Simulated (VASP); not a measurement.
Write the native input for VASP 6.6.1 that does the following.

```
Task                   : relaxation of the atoms
Functional             : PBE
Potentials or basis    : VASP PAW PBE potentials, release 64 (Si, C)
Cutoff                 : 520 eV
k mesh                 : 8 × 6 × 1
Occupations            : fermi-dirac, width 0.02 eV
Spin                   : no spin polarisation
Dipole correction      : yes
Further INCAR settings : ALGO = Normal; EDIFF = 1e-07; IBRION = 2; EDIFFG = -0.01; NSW = 60
```

The structure of SiC (SiC (110), 2 layers) lies in POSCAR:

```
SiC
1.0
    3.0969261060      0.0000000000      0.0000000000
    0.0000000000      4.3797149007      0.0000000000
    0.0000000000      0.0000000000     17.5485000000
Si C
2 2
Direct
    0.0000000000      0.8750000000      0.4558804726
    0.5000000000      0.3750000000      0.5441195274
    0.5000000000      0.6250000000      0.4558804726
    0.0000000000      0.1250000000      0.5441195274
```

These files were run (other wordings do the same):

INCAR

```
  ALGO = Normal
  DIPOL = 0.5 0.5 0.500
  EDIFF = 1E-7
  EDIFFG = -0.01
  ENCUT = 520
  GGA = PE
  IBRION = 2
  IDIPOL = 3
  ISIF = 2
  ISMEAR = -1
  LASPH = T
  LCHARG = F
  LDIPOL = T
  LREAL = F
  LWAVE = F
  NELM = 80
  NSW = 60
  PREC = Accurate
  SIGMA = 0.02
```

KPOINTS

```
k-points
0
Gamma
  8 6 1
```

Potentials or basis: VASP PAW PBE potentials, release 64 (Si, C).

Launch:

```bash
$ cat potpaw_PBE.64/Si/POTCAR potpaw_PBE.64/C/POTCAR > POTCAR
$ mpirun -np 1 vasp_std > vasp.out
```

Results of the run:

- Energy gained by relaxing: 450.9 meV/atom
- Ionic steps: 14
- Largest force after relaxing: 0.009 eV/Å
- Band gap on the k mesh: 2.42 eV, indirect (least direct gap 2.66 eV)

Run time: 7.9 min on 1 thread of Intel(R) Xeon(R) Platinum 8259CL CPU @ 2.50GHz (Skylake/Cascade Lake), on a shared host, peak memory 0.37 GiB.
